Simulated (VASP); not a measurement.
FeO, 2 atoms in the cell. Symmetry: Pm-3m, No. 221, cubic system. Conventional cell: a = 2.647 Å, b = 2.647 Å, c = 2.647 Å, α = 90.00°, β = 90.00°, γ = 90.00°. Fe (site symmetry m-3m) has 8 O at 2.29 Å and 6 Fe at 2.65 Å within 3.0 Å. Within 3.0 Å of O (site symmetry m-3m) lie 8 Fe at 2.29 Å and 6 O at 2.65 Å. 

| Quantity | Value |
| --- | --- |
| Program | VASP 6.6.1 |
| Task | single point |
| Functional | PBE |
| Potentials or basis | VASP PAW PBE potentials, release 64 (Fe_sv, O) |
| Cutoff | 600 eV |
| k mesh | 10 × 10 × 10 |
| Occupations | fermi-dirac, width 0.05 eV |
| Spin | collinear spin, ferromagnetic start |
| Starting moments | [3.0, 0.0] μB |
| Dipole correction | no |
| Second run | valence_matched |
| Further INCAR settings | ALGO = Normal; EDIFF = 1e-06; NBANDS = 22 |

Potentials or basis: VASP PAW PBE potentials, release 64 (Fe_sv, O).

Launch:

```sh
$ cat potpaw_PBE.64/Fe_sv/POTCAR potpaw_PBE.64/O/POTCAR > POTCAR
$ mpirun -np 1 vasp_std > vasp.out
```

Hardware: 1 thread of Intel(R) Xeon(R) 6975P-C (Granite Rapids), on a shared host.

**Question.** Estimate the wall time of this run.

**Answer.** Run time: 26 s on 1 thread of Intel(R) Xeon(R) 6975P-C (Granite Rapids) (shared host), peak memory 0.17 GiB. Counts: scf iterations 15, k points 56.
